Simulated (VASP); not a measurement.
Input of a VASP 6.6.1 run:

INCAR

```
SYSTEM = HC16
  PREC = Accurate
  ENCUT = 520
  EDIFF = 1E-6
  ISMEAR = 0
  SIGMA = 0.05
  LREAL = .FALSE.
  LASPH = .TRUE.
  NELM = 120
  ALGO = Normal
  ISIF = 2
  LWAVE = .FALSE.
  LCHARG = .TRUE.
  GGA = PS
  LELF = .TRUE.
  LVHAR = .TRUE.
  NELECT = 64.0
  NBANDS = 46
  GGA_COMPAT = .FALSE.
```

Contents of KPOINTS:

```
Automatic mesh
0
G
  3 3 3
  0 0 0
```

POSCAR

```
HC16
1.0
    0.0000000000      3.5700000000      3.5700000000
    3.5700000000      0.0000000000      3.5700000000
    3.5700000000      3.5700000000      0.0000000000
C H
16 1
Direct
   -0.0019029412     -0.0055721289     -0.0099600840
    0.1203605042      0.1169966387      0.1175946779
    0.0008177871     -0.0029617647      0.4894836134
    0.1247953782      0.1209623249      0.6156295518
    0.0153229692      0.4854565826     -0.0103857143
    0.1256432773      0.6188385154      0.1180441176
    0.0009151261      0.4943176471      0.4915971989
    0.1304015406      0.6191189076      0.6109911765
    0.4889514006      0.0110186275     -0.0099794118
    0.6225830532      0.1217289916      0.1180572829
    0.4981843137     -0.0029728291      0.4915543417
    0.6229756303      0.1261495798      0.6112899160
    0.4983505602      0.4944740896     -0.0091614846
    0.6132354342      0.6106628852      0.1269855742
    0.5016606443      0.4974738095      0.4931609244
    0.6265669468      0.6226593838      0.6161224090
    0.7776892157      0.7702704482      0.9072841737
```

Potentials or basis: VASP PAW PBE potentials, release 64 (C, H).

Launch:

```console
$ cat potpaw_PBE.64/C/POTCAR potpaw_PBE.64/H/POTCAR > POTCAR
$ mpirun -np 1 vasp_std > vasp.out
```

(1) Predict the largest force.

Answers

(1) 0.051 eV/Å.

Caveat: the k points lie up to 0.51 Å⁻¹ apart; the cell carries a net charge on a neutralising background, which shifts energy and pressure; the PAW data sets were made with another functional, which shifts forces and pressure a little.
